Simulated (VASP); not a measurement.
# Rb3Fe (P6_3/mmc) in VASP: single point with PBE

Aim: the single point of Rb3Fe with PBE.

All numbers are computed with VASP 6.6.1; they aren't measurements. Logs are shortened: lines on timing, memory, paths and dates and some standing lists are left out, and cuts for length are marked.

## 1. The cell of the first run

Symmetry: P6_3/mmc, No. 194, hexagonal system. The conventional cell has a = 7.313 Å, b = 7.313 Å, c = 5.870 Å, α = 90.00°, β = 90.00°, γ = 120.00°. Within 4.7 Å of Rb (site symmetry mm2) lie 4 Fe at 3.61 to 3.66 Å and 8 Rb at 3.62 to 3.66 Å. Fe (site symmetry -6m2) has 12 Rb at 3.61 to 3.66 Å within 4.7 Å.

## 2. Single point, PBE, collinear spin, ferromagnetic start

Contents of INCAR:

```
SYSTEM = Rb3Fe
  PREC = Accurate
  ENCUT = 520
  EDIFF = 1E-6
  ISMEAR = 0
  SIGMA = 0.1
  LREAL = .FALSE.
  LASPH = .TRUE.
  NELM = 150
  ALGO = Fast
  ISIF = 2
  LWAVE = .FALSE.
  LCHARG = .FALSE.
  ISPIN = 2
  MAGMOM = 0 0 0 0 0 0 4 4
  LORBIT = 11
  LMAXMIX = 4
  GGA = PE
  NBANDS = 49
```

Contents of KPOINTS:

```
regular mesh
0
G
  3 3 4
  0 0 0
```

Contents of POSCAR:

```
Rb3Fe
1.0
    7.3130317104      0.0000000000      0.0000000000
   -3.6565158552      6.3332712399      0.0000000000
    0.0000000000      0.0000000000      5.8698362922
Rb Fe
6 2
Direct
    0.8330000000      0.6660000000      0.2500000000
    0.1670000000      0.8330000000      0.7500000000
    0.3340000000      0.1670000000      0.2500000000
    0.1670000000      0.3340000000      0.7500000000
    0.8330000000      0.1670000000      0.2500000000
    0.6660000000      0.8330000000      0.7500000000
    0.3333333333      0.6666666667      0.2500000000
    0.6666666667      0.3333333333      0.7500000000
```

Potentials or basis: VASP PAW PBE potentials, release 64 (Rb_sv, Fe).

The run is started by

```
> cat potpaw_PBE.64/Rb_sv/POTCAR potpaw_PBE.64/Fe/POTCAR > POTCAR
> mpirun -np 1 vasp_std > vasp.out
```

OUTCAR:

```text
SYSTEM = Rb3Fe
   PREC = Accurate
   ENCUT = 520
   EDIFF = 1E-6
   ISMEAR = 0
   LREAL = .FALSE.
   LASPH = .TRUE.
   NELM = 150
   ISIF = 2
   ISPIN = 2
   LORBIT = 11
   GGA = PE

 ion  position               nearest neighbor table
   1  0.833  0.666  0.250-   8 3.61   8 3.61   2 3.62   2 3.62   6 3.62   6 3.62   5 3.65   3 3.65
                             7 3.66   7 3.66   5 3.66   3 3.66   4 5.14   4 5.14   4 5.14   4 5.14
   2  0.167  0.833  0.750-   7 3.61   7 3.61   1 3.62   1 3.62   3 3.62   3 3.62   6 3.65   4 3.65
                             8 3.66   8 3.66   6 3.66   4 3.66   5 5.14   5 5.14   5 5.14   5 5.14
   3  0.334  0.167  0.250-   8 3.61   8 3.61   4 3.62   4 3.62   2 3.62   2 3.62   5 3.65   1 3.65
                             7 3.66   7 3.66   5 3.66   1 3.66   6 5.14   6 5.14   6 5.14   6 5.14
   4  0.167  0.334  0.750-   7 3.61   7 3.61   3 3.62   3 3.62   5 3.62   5 3.62   2 3.65   6 3.65
                             8 3.66   8 3.66   2 3.66   6 3.66   1 5.14   1 5.14   1 5.14   1 5.14
   5  0.833  0.167  0.250-   8 3.61   8 3.61   4 3.62   4 3.62   6 3.62   6 3.62   3 3.65   1 3.65
                             7 3.66   7 3.66   3 3.66   1 3.66   2 5.14   2 5.14   2 5.14   2 5.14
   6  0.666  0.833  0.750-   7 3.61   7 3.61   1 3.62   1 3.62   5 3.62   5 3.62   2 3.65   4 3.65
                             8 3.66   8 3.66   2 3.66   4 3.66   3 5.14   3 5.14   3 5.14   3 5.14
   7  0.333  0.667  0.250-   2 3.61   2 3.61   6 3.61   6 3.61   4 3.61   4 3.61   1 3.66   3 3.66
                             5 3.66   5 3.66   1 3.66   3 3.66
   8  0.667  0.333  0.750-   5 3.61   5 3.61   3 3.61   3 3.61   1 3.61   1 3.61   4 3.66   6 3.66
                             2 3.66   2 3.66   4 3.66   6 3.66

  LATTYP: Found a hexagonal cell.
 ALAT       =     7.3130317104
 C/A-ratio  =     0.8026542923

  Lattice vectors:

 A1 = (   7.3130317104,   0.0000000000,   0.0000000000)
 A2 = (  -3.6565158552,   6.3332712399,   0.0000000000)
 A3 = (   0.0000000000,   0.0000000000,   5.8698362922)

Analysis of symmetry for initial positions (statically):
=====================================================================
 Subroutine PRICEL returns:
 Original cell was already a primitive cell.

 Routine SETGRP: Setting up the symmetry group for a
 hexagonal supercell.

 Subroutine GETGRP returns: Found 24 space group operations
 (whereof 12 operations were pure point group operations)
 out of a pool of 24 trial point group operations.

The static configuration has the point symmetry D_3d.
 The point group associated with its full space group is D_6h.

Analysis of symmetry for dynamics (positions and initial velocities):
=====================================================================
 Subroutine PRICEL returns:
 Original cell was already a primitive cell.

 Routine SETGRP: Setting up the symmetry group for a
 hexagonal supercell.

 Subroutine GETGRP returns: Found 24 space group operations
 (whereof 12 operations were pure point group operations)
 out of a pool of 24 trial point group operations.

The dynamic configuration has the point symmetry D_3d.
 The point group associated with its full space group is D_6h.

Analysis of structural, dynamic, and magnetic symmetry:
=====================================================================
 Subroutine PRICEL returns:
 Original cell was already a primitive cell.

 Routine SETGRP: Setting up the symmetry group for a
 hexagonal supercell.

 Subroutine GETGRP returns: Found 24 space group operations
 (whereof 12 operations were pure point group operations)
 out of a pool of 24 trial point group operations.

The overall configuration has the point symmetry D_3d.
 The point group associated with its full space group is D_6h.

 Subroutine INISYM returns: Found 24 space group operations
 (whereof 12 operations are pure point group operations),
 and found     1 'primitive' translations

----------------------------------------------------------------------------------------

                                     Primitive cell

  volume of cell :     271.8639

  direct lattice vectors                    reciprocal lattice vectors
     7.313031710  0.000000000  0.000000000     0.136742194  0.078948142  0.000000000
    -3.656515855  6.333271240  0.000000000     0.000000000  0.157896285  0.000000000
     0.000000000  0.000000000  5.869836292     0.000000000  0.000000000  0.170362502

  length of vectors
     7.313031710  7.313031710  5.869836292     0.157896285  0.157896285  0.170362502

  position of ions in fractional coordinates (direct lattice)
     0.833000000  0.666000000  0.250000000
     0.167000000  0.833000000  0.750000000
     0.334000000  0.167000000  0.250000000
     0.167000000  0.334000000  0.750000000
     0.833000000  0.167000000  0.250000000
     0.666000000  0.833000000  0.750000000
     0.333333333  0.666666667  0.250000000
     0.666666667  0.333333333  0.750000000

  ion indices of the primitive-cell ions
   primitive index   ion index
                 1           1
                 2           2
                 3           3
                 4           4
                 5           5
                 6           6
                 7           7
                 8           8

----------------------------------------------------------------------------------------

 KPOINTS: regular mesh

Automatic generation of k-mesh.
 Grid dimensions read from file:
 generate k-points for:    3    3    4

 Generating k-lattice:

  Cartesian coordinates                     Fractional coordinates (reciprocal lattice)
     0.045580731  0.026316047  0.000000000     0.333333333  0.000000000  0.000000000
     0.000000000  0.052632095  0.000000000     0.000000000  0.333333333  0.000000000
     0.000000000  0.000000000  0.042590626     0.000000000  0.000000000  0.250000000

  Length of vectors
     0.052632095  0.052632095  0.042590626

  Shift w.r.t. Gamma in fractional coordinates (k-lattice)
     0.000000000  0.000000000  0.000000000

 Subroutine IBZKPT returns following result:
 ===========================================

 Found      9 irreducible k-points:

 Following reciprocal coordinates:
            Coordinates               Weight
  0.000000  0.000000  0.000000      1.000000
  0.333333 -0.000000  0.000000      6.000000
  0.333333  0.333333  0.000000      2.000000
  0.000000  0.000000  0.250000      2.000000
  0.333333 -0.000000  0.250000     12.000000
  0.333333  0.333333  0.250000      4.000000
  0.000000  0.000000  0.500000      1.000000
  0.333333 -0.000000  0.500000      6.000000
  0.333333  0.333333  0.500000      2.000000
   k-points           NKPTS =      9   k-points in BZ     NKDIM =      9   number of bands    NBANDS=     49
   number of dos      NEDOS =    301   number of ions     NIONS =      8
   total plane-waves  NPLWV = 139968
   dimension x,y,z NGX =    54 NGY =   54 NGZ =   48
   dimension x,y,z NGXF=   108 NGYF=  108 NGZF=   96
   ions per type =               6   2
   NGX,Y,Z   is equivalent  to a cutoff of  12.28, 12.28, 13.59 a.u.
   NGXF,Y,Z  is equivalent  to a cutoff of  24.55, 24.55, 27.19 a.u.
 SYSTEM =  Rb3Fe
   PREC   = accura    normal or accurate (medium, high low for compatibility)
   ISTART =      0    job   : 0-new  1-cont  2-samecut
   ICHARG =      2    charge: 1-file 2-atom 10-const
   ISPIN  =      2    spin polarized calculation?
   LNONCOLLINEAR =      F non collinear calculations
   LSORBIT =      F    spin-orbit coupling
   LASPH  =      T    aspherical Exc in radial PAW
   ENCUT  =  520.0 eV  38.22 Ry    6.18 a.u.  13.60 13.60 10.91*2*pi/ulx,y,z
   NELM   =    150;   NELMIN=  2; NELMDL= -5     # of ELM steps
   EDIFF  = 0.1E-05   stopping-criterion for ELM
   LREAL  =      F    real-space projection
   EDIFFG = 0.1E-04   stopping-criterion for IOM
   NSW    =      0    number of steps for IOM
   IBRION =     -1    ionic relax: 0-MD 1-quasi-New 2-CG
   NFREE  =      0    steps in history (QN), initial steepest desc. (CG)
   ISIF   =      2    stress and relaxation
   ISYM   =      2    0-nonsym 1-usesym 2-fastsym
   POTIM  = 0.5000    time-step for ionic-motion
   TEBEG  =    0.0;   TEEND  =   0.0 temperature during run
   PSTRESS=    0.0 pullay stress
   NELECT =      70.0000    total number of electrons
   NUPDOWN=      -1.0000    fix difference up-down
   EMIN   =  10.00;   EMAX   =-10.00  energy-range for DOS
   EFERMI =   0.00;   METHOD = LEGACY
   ISMEAR =     0;   SIGMA  =   0.10  broadening in eV -4-tet -1-fermi 0-gaus
   EFERMI_NEDOS =   21; number of points for ismear=-14 and -15
   IALGO  =     68    algorithm
   IMIX   =      4    mixing-type and parameters
     AMIX     =   0.40;   BMIX     =  1.00
     AMIX_MAG =   1.60;   BMIX_MAG =  1.00
  volume/ion in A,a.u.               =      33.98       229.33
  Fermi-wavevector in a.u.,A,eV,Ry     =   1.041495  1.968139 14.758388  1.084711
  Thomas-Fermi vector in A             =   2.176118
   LORBIT       =     11    0 simple, 1 ext, 2 COOP (PROOUT), +10 PAW based schemes
   GGA     = PE    functional components
   LHFCALC =     F    Hartree Fock is set to
   AEXX    =    0.0000 exact exchange contribution
   IVDW    =     0    specifies the selected vdW correction
   LEPSILON=     F    determine dielectric tensor
   LRPA    =     F    only Hartree local field effects (RPA)
 spin polarized calculation
 RMM-DIIS sequential band-by-band and
 Gauss-broadening in eV      SIGMA  =   0.10
  energy-cutoff  :      520.00
  volume of cell :      271.86
 maximum number of plane-waves:      7372
 NGX is ok and might be reduce to    54
   NGX = 27   NGY = 27   NGZ = 21

 number of electron      70.0000006 magnetization       5.0644344

 Free energy of the ion-electron system (eV)
  ---------------------------------------------------
  ext. energy  EPLUGINS =         0.00000000
  ---------------------------------------------------
  free energy    TOTEN  =       -12.76726039 eV

  energy without entropy =      -12.68856848  energy(sigma->0) =      -12.72791443

 E-fermi :   2.6456     XC(G=0):  -8.3564

 val. band max:        2.6160361674   @ k =   0.3333   0.3333   0.2500
 cond. band min:       2.6532608184   @ k =   0.3333  -0.0000   0.2500
 fundamental gap:      0.0372246510
 Fermi energy:         2.6456380529

 spin component 1

 k-point     1 :       0.0000    0.0000    0.0000
  band No.  band energies     occupation
      1     -26.1761      1.00000
      2     -26.0201      1.00000
      3     -26.0201      1.00000
      4     -26.0064      1.00000
      5     -25.9390      1.00000
      6     -25.9390      1.00000
[... 439 lines left out ...]
     46       5.2743      0.00000
     47       5.6498      0.00000
 Fermi energy:         2.6456380529

 spin component 2

 k-point     1 :       0.0000    0.0000    0.0000
  band No.  band energies     occupation
      1     -26.2024      1.00000
      2     -26.0446      1.00000
      3     -26.0446      1.00000
      4     -26.0304      1.00000
      5     -25.9626      1.00000
      6     -25.9626      1.00000
[... 439 lines left out ...]
     46       5.2365      0.00000
     47       5.5760      0.00000
 [bands above 47 left out]

------------------------ aborting loop because EDIFF is reached ----------------------------------------

  FORCE on cell =-STRESS in cart. coord.  units (eV):
  Direction    XX          YY          ZZ          XY          YZ          ZX
  --------------------------------------------------------------------------------------
  -------------------------------------------------------------------------------------
  Total        9.7106912      9.7106912     10.9397561      0.0000000      0.0000000     -0.0000000
  in kB       57.2280821     57.2280821     64.4713389      0.0000000      0.0000000     -0.0000000
  external PRESSURE =      59.6425010 kB  Pullay stress =       0.0000000 kB

 VOLUME and BASIS-vectors are now :
 -----------------------------------------------------------------------------
  energy-cutoff  :      520.00
  volume of cell :      271.86
      direct lattice vectors                 reciprocal lattice vectors
     7.313031710  0.000000000  0.000000000     0.136742194  0.078948142  0.000000000
    -3.656515855  6.333271240  0.000000000     0.000000000  0.157896285  0.000000000
     0.000000000  0.000000000  5.869836292     0.000000000  0.000000000  0.170362502

 POSITION                                       TOTAL-FORCE (eV/Angst)
 -----------------------------------------------------------------------------------
      3.65652      4.21796      1.46746         0.000000     -0.561952      0.000000
     -1.82460      5.27561      4.40238         0.486665     -0.280976     -0.000000
      1.83191      1.05766      1.46746         0.486665      0.280976     -0.000000
      0.00000      2.11531      4.40238        -0.000000      0.561952      0.000000
      5.48112      1.05766      1.46746        -0.486665      0.280976      0.000000
      1.82460      5.27561      4.40238        -0.486665     -0.280976      0.000000
     -0.00000      4.22218      1.46746         0.000000      0.000000      0.000000
      3.65652      2.11109      4.40238        -0.000000     -0.000000      0.000000
 -----------------------------------------------------------------------------------
    total drift:                               -0.000000      0.000000     -0.000000

  FREE ENERGIE OF THE ION-ELECTRON SYSTEM (eV)
  ---------------------------------------------------
  free  energy   TOTEN  =       -12.7672603865 eV

  energy  without entropy=      -12.6885684761  energy(sigma->0) =      -12.72791443

 total charge

# of ion       s       p       d       tot
------------------------------------------
    1        1.984   5.292   0.059   7.335
    2        1.984   5.292   0.059   7.335
    3        1.984   5.292   0.059   7.335
    4        1.984   5.292   0.059   7.335
    5        1.984   5.292   0.059   7.335
    6        1.984   5.292   0.059   7.335
    7        0.506   0.091   6.144   6.742
    8        0.506   0.091   6.144   6.742
--------------------------------------------------
tot         12.917  31.934  12.644  57.495

 magnetization (x)

# of ion       s       p       d       tot
------------------------------------------
    1       -0.007  -0.003  -0.017  -0.027
    2       -0.007  -0.003  -0.017  -0.027
    3       -0.007  -0.003  -0.017  -0.027
    4       -0.007  -0.003  -0.017  -0.027
    5       -0.007  -0.003  -0.017  -0.027
    6       -0.007  -0.003  -0.017  -0.027
    7        0.043  -0.002   2.844   2.885
    8        0.043  -0.002   2.844   2.885
--------------------------------------------------
tot          0.040  -0.021   5.588   5.607
```

It took 19 min on 1 thread of AMD EPYC, shared host; peak memory 0.52 GiB.

Results:

```
Free energy                                           : -12.7673 eV
Pressure                                              : 6.0 GPa
Largest force                                         : 0.562 eV/Å
Net moment                                            : 5.06 μB per cell
Site moments                                          : Rb -0.03; Fe +2.88 μB
Valence electrons inside the program's atomic spheres : Rb 7.33; Fe 6.74
```

Forces on the atoms (eV/Å):
```
Rb   0.000 -0.562  0.000
Rb   0.487 -0.281  0.000
Rb   0.487  0.281  0.000
Rb   0.000  0.562  0.000
Rb  -0.487  0.281  0.000
Rb  -0.487 -0.281  0.000
Fe   0.000  0.000  0.000
Fe   0.000  0.000  0.000
```

Stress tensor (GPa, compression positive):
```
5.72 0.00 0.00
0.00 5.72 0.00
0.00 0.00 6.45
```

Caveat: the cell stands under pressure.
